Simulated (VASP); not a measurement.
Crystal: Sn.

```
Sn
1.0
    -1.91958    1.91958    1.91958
     1.91958   -1.91958    1.91958
     1.91958    1.91958   -1.91958
Sn
1
Cartesian
  0.0000 0.0000 0.0000
```

Base run:

- Program: VASP 6.6.1
- Functional: PBE
- Potentials or basis: VASP PAW PBE potentials, release 64 (Sn_d)
- Cutoff: 520 eV
- k mesh: 10 × 10 × 10
- Occupations: fermi-dirac, width 0.05 eV
- Spin: no spin polarisation

Its results: band gap on the k mesh zero (band 7 reaches 15.22 eV, above the bottom of band 8 at 5.46 eV); pressure -1.1 GPa.

**Question.** The run is repeated on the same cell with these changes: functional from PBE to r2SCAN; further incar settings from ALGO = Normal; EDIFF = 1e-06; NBANDS = 13 to ALGO = Normal; EDIFF = 1e-07; NBANDS = 13. What comes out?

**Answer.** Band gap on the k mesh zero (band 7 reaches 15.59 eV, above the bottom of band 8 at 5.27 eV); pressure -2.4 GPa.

Caveats: spin-orbit coupling is left out, which moves the levels of the heavy elements; the PAW data sets were made with another functional, which shifts forces and pressure a little (some runs).
